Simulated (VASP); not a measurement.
Here is a VASP 6.6.1 calculation.

Contents of INCAR:

```
PREC     = Accurate       # precision mode
ENCUT    = 520            # plane-wave cutoff, eV
EDIFF    = 1E-6           # SCF threshold, eV
ISMEAR   = 0              # smearing method
SIGMA    = 0.1            # smearing width, eV
LREAL    = False          # projectors in reciprocal space
LASPH    = True           # aspherical terms in the spheres
NELM     = 80             # most SCF steps
ALGO     = Normal         # electronic algorithm
ISIF     = 2              # what is computed and relaxed
LWAVE    = False          # write WAVECAR
LCHARG   = False          # write CHGCAR
GGA      = PE             # functional
NBANDS   = 26             # bands
```

File KPOINTS:

```
Automatic mesh
0
Gamma
  4 4 4
```

The input POSCAR:

```
CdHgS2
1.0
    4.2210602454      0.0000000000      0.0000000000
    0.0000000000      4.2210602454      0.0000000000
    0.0000000000      0.0000000000      5.9399450134
Cd Hg S
1 1 2
Direct
    0.0000000000      0.0000000000      0.0000000000
    0.5000000000      0.5000000000      0.5000000000
    0.5000000000      0.0000000000      0.2455643330
    0.0000000000      0.5000000000      0.7544356670
```

Potentials or basis: VASP PAW PBE potentials, release 64 (Cd, Hg, S).

The run is started by

```sh
$ cat potpaw_PBE.64/Cd/POTCAR potpaw_PBE.64/Hg/POTCAR potpaw_PBE.64/S/POTCAR > POTCAR
$ mpirun -np 1 vasp_std > vasp.out
```

Task: What does it give for the band gap on the k mesh?

Result: 0.22 eV, direct.

Task: Predict the pressure.

Result: 0.3 GPa.

Task: What does it give for the largest force?

Result: 0.031 eV/Å.

Stress tensor (GPa, compression positive):
```
0.32 0.00 0.00
0.00 0.32 0.00
0.00 0.00 0.21
```

Caveat: spin-orbit coupling is left out, which moves the levels of the heavy elements.
